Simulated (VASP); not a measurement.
The system is Na.

```xyz
1
Lattice="-2.0973 2.0973 2.0973 2.0973 -2.0973 2.0973 2.0973 2.0973 -2.0973" Properties=species:S:1:pos:R:3 pbc="T T T"
Na    0.0000    0.0000    0.0000
```

This cell differs from its parent crystal: volume scaled by 0.94.

Base run:

| Property | Result |
| --- | --- |
| Program | VASP 6.6.1 |
| Functional | PBE |
| Potentials or basis | VASP PAW PBE potentials, release 64 (Na_pv) |
| Cutoff | 520 eV |
| k mesh | 9 × 9 × 9 |
| Occupations | fermi-dirac, width 0.05 eV |
| Spin | no spin polarisation |

Its results: pressure 0.0 GPa.

Q: The run is repeated on the same cell with these changes: functional from PBE to LDA; potentials or basis from VASP PAW PBE potentials, release 64 (Na_pv) to VASP PAW LDA potentials, release 64 (Na_pv). What comes out?

A: Pressure -0.8 GPa.
